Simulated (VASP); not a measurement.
Runs of VASP 6.6.1 on Ti. The structure is that of space group Amm2 (No. 38), or close to it. The cells are those of the table. 

| cell | gap on the mesh (eV) | pressure (GPa) | largest force (eV/Å) |
| --- | --- | --- | --- |
| a = 4.656, b = 4.656, c = 2.879 Å, angles 90.0, 90.0, 120.0°, 3 atoms | none | -2.6 | (a) |
| a = 4.694, b = 4.694, c = 2.903 Å, angles 90.0, 90.0, 120.0°, 3 atoms | none | -4.9 | 1.24 |
| a = 4.541, b = 4.541, c = 2.808 Å, angles 90.0, 90.0, 120.0°, 3 atoms | none | (b) | 0.99 |
| a = 4.503, b = 4.503, c = 2.784 Å, angles 90.0, 90.0, 120.0°, 3 atoms | none | 7.3 | 1.10 |

Alike in all rows: task single point; level PBE; potentials or basis VASP PAW PBE potentials, release 64 (Ti_sv); no spin polarisation; k mesh 12 × 12 × 14; cutoff (eV) 500; smearing gaussian 0.15 eV.

Q: Fill in the values left out.

A: (a) 1.38; (b) 4.0.

Caveats: forces of over 1 eV/Å act on the atoms, so gaps and moduli don't describe the material at rest (some runs).

A gap of «none» marks levels without a gap at the run's occupations.
